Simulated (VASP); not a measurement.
CoSn3, 4 atoms in the cell. It takes space group Fm-3m (No. 225, cubic). Conventional cell: a = 6.937 Å, b = 6.937 Å, c = 6.937 Å, α = 90.00°, β = 90.00°, γ = 90.00°. Sn (site symmetry -43m) has 10 Sn at 3.00 to 3.47 Å and 4 Co at 3.00 Å within 4.0 Å. Sn (site symmetry m-3m) has 8 Sn at 3.00 Å and 6 Co at 3.47 Å within 4.0 Å. Within 4.0 Å of Co (site symmetry m-3m) lie 14 Sn at 3.00 to 3.47 Å. 

| Item | Value |
| --- | --- |
| Program | VASP 6.6.1 |
| Task | single point |
| Functional | PBEsol |
| Potentials or basis | VASP PAW PBE potentials, release 64 (Sn_d, Co) |
| Cutoff | 520 eV |
| k mesh | 10 × 10 × 10 |
| Occupations | gaussian, width 0.1 eV |
| Spin | no spin polarisation |
| Dipole correction | no |
| Further INCAR settings | ALGO = Fast; EDIFF = 1e-07; NBANDS = 34 |

Potentials or basis: VASP PAW PBE potentials, release 64 (Sn_d, Co).

Launch:

```sh
$ cat potpaw_PBE.64/Sn_d/POTCAR potpaw_PBE.64/Co/POTCAR > POTCAR
$ mpirun -np 1 vasp_std > vasp.out
```

Hardware: 1 thread of Intel(R) Xeon(R) 6975P-C (Granite Rapids), with other jobs on the host.

Task: Estimate the wall time of this run.

Result: Run time: 78 s on 1 thread of Intel(R) Xeon(R) 6975P-C (Granite Rapids), on a shared host, peak memory 0.27 GiB. Counts: scf iterations 19, k points 47.
